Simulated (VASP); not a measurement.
Write the native input for VASP 6.6.1 that does the following.

| Property | Result |
| --- | --- |
| Task | single point |
| Functional | PBE |
| Potentials or basis | VASP PAW PBE potentials, release 64 (Sn_d, Ga_d, In_d) |
| Cutoff | 520 eV |
| k mesh | 2 × 2 × 2, shifted |
| Occupations | gaussian, width 0.1 eV |
| Spin | no spin polarisation |
| Dipole correction | no |
| Further INCAR settings | LREAL = Auto; ALGO = Normal; EDIFF = 1e-06; NBANDS = 122; ISYM = 0 |

The structure of In3Ga4Sn9 lies in POSCAR:

```
In3Ga4Sn9
1.0
    6.3042802695      0.6778816032     -0.6623918376
    0.5557651388      8.0827786180     -0.0626720765
   -0.6035358776     -0.0472529903      8.1085020819
Sn Ga In
9 4 3
Direct
    0.6680470033      0.1286048888      0.4664406228
    0.5280808761      1.0517225602      0.0724990261
   -0.0425758866      0.4374314030      0.5468203270
    0.4885244529      0.7378944818      0.3575910605
    0.7126871973      0.4056081280      0.1648180261
    0.6361758456      0.8466243398      0.7370031807
    0.2664531158      0.7499176238      0.9434427855
    0.9323112176      0.7617583878      0.1916932663
    0.1384045496      0.0942751026      0.2827161903
   -0.1229553764      0.5323654456      0.8878224464
    0.2747416641      0.1277472112      0.6539995449
    0.2446686600      0.4380254585      0.2535938004
    0.2919882795      0.3705691359      0.9125446239
    0.4754458594      0.4652196240      0.6403517541
    0.9318282571      0.1328258055      0.8837846726
    0.0701101257      0.8122726412      0.5736123478
```

One way to write it, as run:

INCAR

```
ALGO = Normal
EDIFF = 1E-6
ENCUT = 520
GGA = PE
ISIF = 2
ISMEAR = 0
ISYM = 0
LASPH = T
LCHARG = F
LREAL = Auto
LWAVE = F
NBANDS = 122
NELM = 60
PREC = Accurate
SIGMA = 0.1
```

KPOINTS

```
Automatic mesh
0
Gamma
  2 2 2
  0.5 0.5 0.5
```

Potentials or basis: VASP PAW PBE potentials, release 64 (Sn_d, Ga_d, In_d).

Command:

```sh
$ cat potpaw_PBE.64/Sn_d/POTCAR potpaw_PBE.64/Ga_d/POTCAR potpaw_PBE.64/In_d/POTCAR > POTCAR
$ mpirun -np 1 vasp_std > vasp.out
```

It gave:

| Property | Result |
| --- | --- |
| Pressure | 0.0 GPa |
| Largest force | 0.041 eV/Å |

Caveat: the k points lie up to 0.51 Å⁻¹ apart.

It took 5.8 min on 1 thread of Intel Xeon 6975P-C, on a shared host, peak memory 0.48 GiB.
